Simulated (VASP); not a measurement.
**Au: single point with PBE**

Au:

```
CELL_PARAMETERS angstrom
2.90000 0.00000 0.00000
-1.45000 2.51147 0.00000
0.00000 0.00000 4.88000
ATOMIC_POSITIONS crystal
Au 0.25641 0.61036 0.75000
Au 0.66667 0.33333 0.25000
```

This cell differs from its parent crystal: atom 1 (Au) moved by (-0.200, +0.000) A along [1 1 0] and z.

```yaml
Program: VASP 6.6.1
Task: single point
Functional: PBE
Potentials_or_basis: VASP PAW PBE potentials, release 64 (Au)
Cutoff: 520 eV
k_mesh: 18 × 18 × 10
Occupations: gaussian, width 0.15 eV
Spin: no spin polarisation
Dipole_correction: no
Further_INCAR_settings: ALGO = Fast; EDIFF = 1e-07; NBANDS = 18
```

- Pressure: 2.0 GPa
- Largest force: 0.138 eV/Å
- Band gap on the k mesh: zero (bands 11 and 12 overlap by 6.47 eV)

Forces in eV/Å, atoms in the order of the input:
```
Au   0.120  0.067  0.000
Au  -0.120 -0.067  0.000
```

Stress tensor (GPa, compression positive):
```
2.15 0.35 0.00
0.35 1.51 0.00
0.00 0.00 2.44
```

Levels at points of the mesh, in eV from the Fermi level:
```tsv
k point	band 7	band 8	band 9	band 10	band 11	band 12	band 13	band 14	band 15	band 16
(0.00, 0.00, 0.00)	-3.95	-3.65	-3.09	-2.44	-1.91	-0.93	2.51	14.59	15.68	16.52
(0.50, 0.00, 0.00)	-3.83	-1.99	-1.89	-1.61	0.74	1.25	6.10	6.63	8.18	10.28
(0.00, 0.50, 0.00)	-3.12	-1.94	-1.78	-1.72	0.14	1.70	5.38	6.48	7.41	10.40
(0.50, 0.50, 0.00)	-3.35	-2.03	-1.81	-1.69	0.30	1.59	5.54	6.91	7.22	10.50
(0.00, 0.00, 0.50)	-4.30	-4.30	-2.65	-2.65	-2.50	-2.50	10.33	10.33	14.97	14.97
(0.50, 0.00, 0.50)	-1.95	-1.95	-1.75	-1.75	0.26	0.26	3.98	3.98	12.60	12.60
(0.00, 0.50, 0.50)	-2.57	-2.57	-1.73	-1.73	0.85	0.85	3.59	3.59	13.15	13.15
(0.50, 0.50, 0.50)	-2.36	-2.36	-1.73	-1.73	0.67	0.67	3.72	3.72	12.92	12.92
```

It took 12 min on 1 thread of Intel Xeon 8259CL, with other jobs on the host, peak memory 0.59 GiB.

Caveat: the cell differs from its parent crystal (atom 1 (Au) moved by (-0.200, +0.000) A along [1 1 0] and z); spin-orbit coupling is left out, which moves the levels of the heavy elements.
